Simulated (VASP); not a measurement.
# CoO (P-6m2) in VASP: single point with PBEsol-based screened hybrid with 25 % exact exchange

Aim: the single point of CoO with PBEsol-based screened hybrid with 25 % exact exchange.

All numbers are computed with VASP 6.6.1; they aren't measurements. Logs are shortened: lines on timing, memory, paths and dates and some standing lists are left out, and cuts for length are marked.

**1. The cell of the first run**

The structure is hexagonal, space group P-6m2 (No. 187). The conventional cell has a = 2.781 Å, b = 2.781 Å, c = 2.687 Å, α = 90.00°, β = 90.00°, γ = 120.00°. Within 2.8 Å of Co (site symmetry -6m2) lie 6 O at 2.09 Å and 8 Co at 2.69 to 2.78 Å. Within 2.8 Å of O (site symmetry -6m2) lie 6 Co at 2.09 Å and 8 O at 2.69 to 2.78 Å.

**2. Single point, PBEsol-based screened hybrid with 25 % exact exchange, collinear spin, ferromagnetic start**

POSCAR reads:

```
CoO
1.0
    2.7812948096     -0.0000000028      0.0000000000
   -1.3906474024      2.4086719619      0.0000000000
    0.0000000000      0.0000000000      2.6867438308
Co O
1 1
Direct
    0.0000000000      0.0000000000      0.0000000000
    0.6666666667      0.3333333333      0.5000000000
```

INCAR.step1 reads:

```
SYSTEM = CoO
PREC = Accurate
ENCUT = 520
EDIFF = 1E-5
ISMEAR = -1
SIGMA = 0.05
LREAL = .False.
LASPH = .True.
NELM = 150
ALGO = Normal
ISIF = 2
LWAVE = .True.
ISPIN = 2
MAGMOM = 2 0
LORBIT = 11
LMAXMIX = 4
GGA = PE
NBANDS = 18
```

INCAR.step2 reads:

```
SYSTEM = CoO
PREC = Accurate
ENCUT = 520
EDIFF = 1E-7
ISMEAR = -1
SIGMA = 0.05
LREAL = .False.
LASPH = .True.
NELM = 150
ALGO = Normal
ISIF = 2
LWAVE = .False.
LCHARG = .True.
ISPIN = 2
MAGMOM = 2 0
LORBIT = 11
LMAXMIX = 4
GGA = PS
LHFCALC = .True.
AEXX = 0.25
HFSCREEN = 0.207
PRECFOCK = Normal
LELF = .True.
LVHAR = .True.
ISTART = 1
NBANDS = 18
```

KPOINTS reads:

```
regular mesh
0
Gamma
  6 6 5
  0 0 0
```

Potentials or basis: VASP PAW PBE potentials, release 64 (Co, O).

Run with:

```bash
$ cat potpaw_PBE.64/Co/POTCAR potpaw_PBE.64/O/POTCAR > POTCAR
$ cp INCAR.step1 INCAR
$ mpirun -np 1 vasp_std > vasp.out
$ cp INCAR.step2 INCAR
$ mpirun -np 1 vasp_std > vasp.out
```

OUTCAR:

```text
SYSTEM = CoO
   PREC = Accurate
   ENCUT = 520
   EDIFF = 1E-7
   ISMEAR = -1
   LREAL = .False.
   LASPH = .True.
   NELM = 150
   ISIF = 2
   ISPIN = 2
   LORBIT = 11
   GGA = PS
   LHFCALC = .True.
   AEXX = 0.25
   HFSCREEN = 0.207
   PRECFOCK = Normal
   ISTART = 1

 ion  position               nearest neighbor table
   1  0.000  0.000  0.000-   2 2.09   2 2.09   2 2.09   2 2.09   2 2.09   2 2.09
   2  0.667  0.333  0.500-   1 2.09   1 2.09   1 2.09   1 2.09   1 2.09   1 2.09

  LATTYP: Found a hexagonal cell.
 ALAT       =     2.7812948096
 C/A-ratio  =     0.9660046902

  Lattice vectors:

 A1 = (   2.7812948096,  -0.0000000028,   0.0000000000)
 A2 = (  -1.3906474024,   2.4086719619,   0.0000000000)
 A3 = (   0.0000000000,   0.0000000000,   2.6867438308)

Analysis of symmetry for initial positions (statically):
=====================================================================
 Subroutine PRICEL returns:
 Original cell was already a primitive cell.

 Routine SETGRP: Setting up the symmetry group for a
 hexagonal supercell.

 Subroutine GETGRP returns: Found 12 space group operations
 (whereof 12 operations were pure point group operations)
 out of a pool of 24 trial point group operations.

The static configuration has the point symmetry D_3h.

Analysis of symmetry for dynamics (positions and initial velocities):
=====================================================================
 Subroutine PRICEL returns:
 Original cell was already a primitive cell.

 Routine SETGRP: Setting up the symmetry group for a
 hexagonal supercell.

 Subroutine GETGRP returns: Found 12 space group operations
 (whereof 12 operations were pure point group operations)
 out of a pool of 24 trial point group operations.

The dynamic configuration has the point symmetry D_3h.

Analysis of structural, dynamic, and magnetic symmetry:
=====================================================================
 Subroutine PRICEL returns:
 Original cell was already a primitive cell.

 Routine SETGRP: Setting up the symmetry group for a
 hexagonal supercell.

 Subroutine GETGRP returns: Found 12 space group operations
 (whereof 12 operations were pure point group operations)
 out of a pool of 24 trial point group operations.

The overall configuration has the point symmetry D_3h.

 Subroutine INISYM returns: Found 12 space group operations
 (whereof 12 operations are pure point group operations),
 and found     1 'primitive' translations

----------------------------------------------------------------------------------------

                                     Primitive cell

  volume of cell :      17.9991

  direct lattice vectors                    reciprocal lattice vectors
     2.781294810 -0.000000003  0.000000000     0.359544769  0.207583269  0.000000000
    -1.390647402  2.408671962  0.000000000     0.000000000  0.415166538  0.000000000
     0.000000000  0.000000000  2.686743831     0.000000000  0.000000000  0.372197747

  length of vectors
     2.781294810  2.781294810  2.686743831     0.415166538  0.415166538  0.372197747

  position of ions in fractional coordinates (direct lattice)
     0.000000000  0.000000000  0.000000000
     0.666666667  0.333333333  0.500000000

  ion indices of the primitive-cell ions
   primitive index   ion index
                 1           1
                 2           2

----------------------------------------------------------------------------------------

 KPOINTS: regular mesh

Automatic generation of k-mesh.
 Grid dimensions read from file:
 generate k-points for:    6    6    5

 Generating k-lattice:

  Cartesian coordinates                     Fractional coordinates (reciprocal lattice)
     0.059924128  0.034597211  0.000000000     0.166666667  0.000000000  0.000000000
     0.000000000  0.069194423  0.000000000    -0.000000000  0.166666667  0.000000000
     0.000000000  0.000000000  0.074439549     0.000000000  0.000000000  0.200000000

  Length of vectors
     0.069194423  0.069194423  0.074439549

  Shift w.r.t. Gamma in fractional coordinates (k-lattice)
     0.000000000  0.000000000  0.000000000

 Subroutine IBZKPT returns following result:
 ===========================================

 Found     21 irreducible k-points:

 Following reciprocal coordinates:
            Coordinates               Weight
  0.000000  0.000000  0.000000      1.000000
  0.166667  0.000000  0.000000      6.000000
  0.333333  0.000000  0.000000      6.000000
  0.500000  0.000000  0.000000      3.000000
  0.166667  0.166667  0.000000      6.000000
  0.333333  0.166667  0.000000     12.000000
[... 13 lines left out ...]
  0.333333  0.166667  0.400000     24.000000
  0.333333  0.333333  0.400000      4.000000
   k-points           NKPTS =     21   k-points in BZ     NKDIM =    180   number of bands    NBANDS=     18
   number of dos      NEDOS =    301   number of ions     NIONS =      2
   total plane-waves  NPLWV =  11520
   dimension x,y,z NGX =    24 NGY =   24 NGZ =   20
   dimension x,y,z NGXF=    48 NGYF=   48 NGZF=   40
   ions per type =               1   1
   NGX,Y,Z   is equivalent  to a cutoff of  14.35, 14.35, 12.38 a.u.
   NGXF,Y,Z  is equivalent  to a cutoff of  28.69, 28.69, 24.75 a.u.
 SYSTEM =  CoO
   PREC   = accura    normal or accurate (medium, high low for compatibility)
   ISTART =      1    job   : 0-new  1-cont  2-samecut
   ICHARG =      0    charge: 1-file 2-atom 10-const
   ISPIN  =      2    spin polarized calculation?
   LNONCOLLINEAR =      F non collinear calculations
   LSORBIT =      F    spin-orbit coupling
   LASPH  =      T    aspherical Exc in radial PAW
   ENCUT  =  520.0 eV  38.22 Ry    6.18 a.u.   5.17  5.17  5.00*2*pi/ulx,y,z
   NELM   =    150;   NELMIN=  2; NELMDL=  0     # of ELM steps
   EDIFF  = 0.1E-06   stopping-criterion for ELM
   LREAL  =      F    real-space projection
   EDIFFG = 0.1E-05   stopping-criterion for IOM
   NSW    =      0    number of steps for IOM
   IBRION =     -1    ionic relax: 0-MD 1-quasi-New 2-CG
   NFREE  =      0    steps in history (QN), initial steepest desc. (CG)
   ISIF   =      2    stress and relaxation
   ISYM   =      3    0-nonsym 1-usesym 2-fastsym
   POTIM  = 0.5000    time-step for ionic-motion
   TEBEG  =    0.0;   TEEND  =   0.0 temperature during run
   PSTRESS=    0.0 pullay stress
   NELECT =      15.0000    total number of electrons
   NUPDOWN=      -1.0000    fix difference up-down
   EMIN   =  10.00;   EMAX   =-10.00  energy-range for DOS
   EFERMI =   0.00;   METHOD = LEGACY
   ISMEAR =    -1;   SIGMA  =   0.05  broadening in eV -4-tet -1-fermi 0-gaus
   EFERMI_NEDOS =   21; number of points for ismear=-14 and -15
   IALGO  =     38    algorithm
   IMIX   =      1    mixing-type and parameters
     AMIX     =   0.40;   BMIX     =  1.00
     AMIX_MAG =   1.60;   BMIX_MAG =  1.00
  volume/ion in A,a.u.               =       9.00        60.73
  Fermi-wavevector in a.u.,A,eV,Ry     =   1.540594  2.911301 32.292484  2.373431
  Thomas-Fermi vector in A             =   2.646659
   LORBIT       =     11    0 simple, 1 ext, 2 COOP (PROOUT), +10 PAW based schemes
   GGA     = PS    functional components
   LHFCALC =     T    Hartree Fock is set to
   PRECFOCK=normal    Normal, Fast or Accurate (Low or Medium for compatibility)
   ENCUT4O =  -1.0   cutoff for four orbital integrals eV
   NKREDX  =     1    reduce k-point grid by
   NKREDY  =     1    reduce k-point grid by
   NKREDZ  =     1    reduce k-point grid by
   AEXX    =    0.2500 exact exchange contribution
   HFSCREEN=    0.2070 screening length (either q_TF or 0.3 A-1)
   HFSCREENC=   0.2070 screening length for correlation (either q_TF or 0.3 A-1)
   ENCUTFOCK=  -1.0 apply spherical cutoff to Coloumb kernel
   IVDW    =     0    specifies the selected vdW correction
   LEPSILON=     F    determine dielectric tensor
   LRPA    =     F    only Hartree local field effects (RPA)
 spin polarized calculation
  energy-cutoff  :      520.00
  volume of cell :       18.00
 maximum number of plane-waves:       492
 NGX is ok and might be reduce to    24
  NGX = 16; NGY = 16; NGZ = 16

 number of electron      14.9999992 magnetization       3.0000001

 Free energy of the ion-electron system (eV)
  ---------------------------------------------------
  ext. energy  EPLUGINS =         0.00000000
  ---------------------------------------------------
  free energy    TOTEN  =       -18.79937487 eV

  energy without entropy =      -18.79552608  energy(sigma->0) =      -18.79745048

 E-fermi :   8.6064     XC(G=0): -10.6299

 val. band max:        8.6013170152   @ k =   0.1667   0.1667   0.4000
 cond. band min:       8.7521918368   @ k =   0.1667   0.0000   0.2000
 fundamental gap:      0.1508748216
 Fermi energy:         8.6063589136

 spin component 1

 k-point     1 :       0.0000    0.0000    0.0000
  band No.  band energies     occupation
      1     -14.6636      1.00000
      2       1.1805      1.00000
      3       1.1805      1.00000
      4       1.9873      1.00000
      5       2.7397      1.00000
      6       2.7397      1.00000
[... 10 lines left out ...]
     17      37.2189      0.00000
     18      41.2201      0.00000

 k-point     2 :       0.1667    0.0000    0.0000
  band No.  band energies     occupation
      1     -14.3434      1.00000
      2       0.5721      1.00000
      3       1.4600      1.00000
      4       1.8781      1.00000
      5       2.1538      1.00000
      6       2.7038      1.00000
[... 10 lines left out ...]
     17      36.9503      0.00000
     18      40.8328      0.00000

 k-point     3 :       0.3333    0.0000    0.0000
  band No.  band energies     occupation
      1     -13.6317      1.00000
      2      -0.7111      1.00000
      3       1.0634      1.00000
      4       2.0906      1.00000
      5       2.1710      1.00000
      6       2.6327      1.00000
[... 349 lines left out ...]
 k-point    20 :       0.3333    0.1667    0.4000
  band No.  band energies     occupation
      1     -12.7119      1.00000
      2      -0.7704      1.00000
      3      -0.3591      1.00000
      4       1.1730      1.00000
      5       2.5918      1.00000
      6       3.5270      1.00000
[... 10 lines left out ...]
     17      42.5508      0.00000
     18      44.1303      0.00000

 k-point    21 :       0.3333    0.3333    0.4000
  band No.  band energies     occupation
      1     -12.5904      1.00000
      2      -1.0389      1.00000
      3      -0.4234      1.00000
      4       1.6490      1.00000
      5       2.4978      1.00000
      6       3.0935      1.00000
[... 10 lines left out ...]
     17      42.0743      0.00000
     18      43.0787      0.00000
 Fermi energy:         8.6063589136

 spin component 2

 k-point     1 :       0.0000    0.0000    0.0000
  band No.  band energies     occupation
      1     -13.9603      1.00000
      2       3.6136      1.00000
      3       3.9421      1.00000
      4       3.9421      1.00000
      5       4.7826      1.00000
      6      10.0092      0.00000
[... 10 lines left out ...]
     17      38.1601      0.00000
     18      41.5420      0.00000

 k-point     2 :       0.1667    0.0000    0.0000
  band No.  band energies     occupation
      1     -13.6174      1.00000
      2       2.4858      1.00000
      3       3.9550      1.00000
      4       4.0809      1.00000
      5       4.5873      1.00000
      6       9.1789      0.00001
[... 10 lines left out ...]
     17      37.5122      0.00000
     18      41.4160      0.00000

 k-point     3 :       0.3333    0.0000    0.0000
  band No.  band energies     occupation
      1     -12.8476      1.00000
      2       0.3619      1.00000
      3       4.2658      1.00000
      4       4.3231      1.00000
      5       4.3789      1.00000
      6       8.3070      0.99750
[... 349 lines left out ...]
 k-point    20 :       0.3333    0.1667    0.4000
  band No.  band energies     occupation
      1     -11.8017      1.00000
      2       0.8580      1.00000
      3       1.4220      1.00000
      4       3.2040      1.00000
      5       6.0393      1.00000
      6       7.3738      1.00000
[... 10 lines left out ...]
     17      43.1056      0.00000
     18      44.6008      0.00000

 k-point    21 :       0.3333    0.3333    0.4000
  band No.  band energies     occupation
      1     -11.6622      1.00000
      2       1.1060      1.00000
      3       1.3508      1.00000
      4       2.5226      1.00000
      5       6.4840      1.00000
      6       6.9437      1.00000
[... 10 lines left out ...]
     17      42.4611      0.00000
     18      43.9259      0.00000

------------------------ aborting loop because EDIFF is reached ----------------------------------------

  FORCE on cell =-STRESS in cart. coord.  units (eV):
  Direction    XX          YY          ZZ          XY          YZ          ZX
  --------------------------------------------------------------------------------------
  -------------------------------------------------------------------------------------
  Total        0.0304575      0.0304575     -0.0386397     -0.0000000     -0.0000000      0.0000000
  in kB        2.7111485      2.7111485     -3.4394886     -0.0000000     -0.0000000      0.0000000
  external PRESSURE =       0.6609362 kB  Pullay stress =       0.0000000 kB

 VOLUME and BASIS-vectors are now :
 -----------------------------------------------------------------------------
  energy-cutoff  :      520.00
  volume of cell :       18.00
      direct lattice vectors                 reciprocal lattice vectors
     2.781294810 -0.000000003  0.000000000     0.359544769  0.207583269  0.000000000
    -1.390647402  2.408671962  0.000000000     0.000000000  0.415166538  0.000000000
     0.000000000  0.000000000  2.686743831     0.000000000  0.000000000  0.372197747

 POSITION                                       TOTAL-FORCE (eV/Angst)
 -----------------------------------------------------------------------------------
      0.00000      0.00000      0.00000         0.000000     -0.000000      0.000000
      1.39065      0.80289      1.34337        -0.000000      0.000000      0.000000
 -----------------------------------------------------------------------------------
    total drift:                               -0.000000      0.000000     -0.000000

  FREE ENERGIE OF THE ION-ELECTRON SYSTEM (eV)
  ---------------------------------------------------
  free  energy   TOTEN  =       -18.7993748737 eV

  energy  without entropy=      -18.7955260782  energy(sigma->0) =      -18.79745048

 total charge

# of ion       s       p       d       tot
------------------------------------------
    1        0.323   0.446   7.107   7.876
    2        1.555   3.489   0.000   5.043
--------------------------------------------------
tot          1.878   3.935   7.107  12.920

 magnetization (x)

# of ion       s       p       d       tot
------------------------------------------
    1       -0.003  -0.004   2.678   2.670
    2        0.028   0.285   0.000   0.314
--------------------------------------------------
tot          0.026   0.281   2.678   2.984
```

Wall time 43 min (1 thread of Intel Xeon Platinum 8259CL at 2.50GHz (Skylake/Cascade Lake), shared host); peak memory 0.26 GiB.

What came out:

| Quantity | Value |
| --- | --- |
| Free energy | -18.7994 eV |
| Pressure | 0.1 GPa |
| Band gap on the k mesh | zero (filled and empty bands overlap) |
| Net moment | 3.00 μB per cell |
| Site moments | Co +2.67; O +0.31 μB |
| Valence electrons inside the program's atomic spheres | Co 7.88; O 5.04 |

Stress tensor (GPa, compression positive):
```
 0.27  0.00  0.00
 0.00  0.27  0.00
 0.00  0.00 -0.34
```

Levels at points of the mesh, in eV from the Fermi level:
Spin up:
```
           k point  band 5  band 6  band 7  band 8  band 9  band 10  band 11  band 12  band 13  band 14
(0.00, 0.00, 0.00)   -5.87   -5.87   -4.72   -2.46   -2.46     1.63    15.65    17.55    17.55    20.78
(0.50, 0.00, 0.00)   -6.01   -5.86   -4.41   -4.27   -2.00     6.47    10.45    15.86    19.06    19.07
```
Spin down:
```tsv
k point	band 4	band 5	band 6	band 7	band 8	band 9
(0.00, 0.00, 0.00)	-4.66	-3.82	1.40	1.40	2.15	2.67
(0.50, 0.00, 0.00)	-4.19	-4.12	-0.52	0.89	2.39	3.94
```

Caveat: the k points lie up to 0.47 Å⁻¹ apart, too coarse for converged energies and pressures of a metal; the PAW data sets were made with another functional, which shifts forces and pressure a little; a cell with one magnetic atom can't hold antiferromagnetic order, which such compounds often take.

The gap in the log of VASP goes by the Fermi energy; the results here count the filled bands.